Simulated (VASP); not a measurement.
Runs of VASP 6.6.1 on Nb. The structure is that of space group Im-3m (No. 229), or close to it. The cells are those of the table. 

```csv
task,cell,k mesh,cutoff (eV),k mesh for the DOS,occupations for the DOS,gap on the mesh (eV),pressure (GPa)
relaxation of cell and atoms,"relaxed from a = 2.866 Å, angles 109.5°, 1 atom",8 × 8 × 8,600,-,-,none,0.2
single point,"a = 2.869 Å, angles 109.5°, 1 atom",8 × 8 × 8,520,-,-,none,-0.4
relaxation of cell and atoms,"relaxed from a = 2.869 Å, angles 109.5°, 1 atom",24 × 24 × 24,600,-,-,none,0.0
single point,"a = 2.866 Å, angles 109.5°, 1 atom",24 × 24 × 24,520,-,-,none,(a)
```

Alike in all rows: level PBE; potentials or basis VASP PAW PBE potentials, release 64 (Nb_sv); no spin polarisation; smearing gaussian 0.1 eV.

Problem. Estimate the missing entries.

Solution. (a) -0.3.

Caveats: the relaxation stopped at its first step, so nothing moved (some runs).

A k mesh can miss the band edges, and the runs leave out spin-orbit coupling on Nb.

A gap of «none» marks levels without a gap at the run's occupations.
